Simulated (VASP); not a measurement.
Wanted: the native input for a VASP 6.6.1 run.

| Quantity | Value |
| --- | --- |
| Task | single point |
| Functional | PBEsol |
| Potentials or basis | VASP PAW PBE potentials, release 64 (W_sv) |
| Cutoff | 520 eV |
| k mesh | 14 × 14 × 14 |
| Occupations | methfessel-paxton, width 0.1 eV |
| Spin | no spin polarisation |
| Dipole correction | no |
| Further INCAR settings | ALGO = Normal; EDIFF = 1e-06; NBANDS = 13 |

The structure of W lies in POSCAR:

```
W
1.0
    0.0000000000      1.9886366182      1.9886366182
    1.9886366182      0.0000000000      1.9886366182
    1.9886366182      1.9886366182      0.0000000000
W
1
Direct
    0.0000000000      0.0000000000      0.0000000000
```

One way to write it, as run:

INCAR

```
PREC     = Accurate       # precision mode
ENCUT    = 520            # plane-wave cutoff, eV
EDIFF    = 1E-6           # SCF threshold, eV
ISMEAR   = 1              # smearing method
SIGMA    = 0.1            # smearing width, eV
LREAL    = F              # projectors in reciprocal space
LASPH    = T              # aspherical terms in the spheres
NELM     = 60             # most SCF steps
ALGO     = Normal         # electronic algorithm
ISIF     = 2              # what is computed and relaxed
LWAVE    = F              # write WAVECAR
LCHARG   = T              # write CHGCAR
GGA      = PS             # functional
LELF     = T              # ELF
LVHAR    = T            
NBANDS   = 13             # bands
```

KPOINTS

```
regular mesh
0
Gamma
  14 14 14
```

Potentials or basis: VASP PAW PBE potentials, release 64 (W_sv).

Launch:

```bash
$ cat potpaw_PBE.64/W_sv/POTCAR > POTCAR
$ mpirun -np 1 vasp_std > vasp.out
```

It gave:

The pressure is 5.7 GPa and the band gap on the k mesh is zero (band 7 reaches 14.22 eV, above the bottom of band 8 at 10.29 eV).

Caveat: the PAW data sets were made with another functional, which shifts forces and pressure a little; spin-orbit coupling is left out, which moves the levels of the heavy elements.

Run time: 11 s on 1 thread of AMD EPYC 9R45 96-Core Processor (Zen 5) (shared host), peak memory 0.12 GiB.
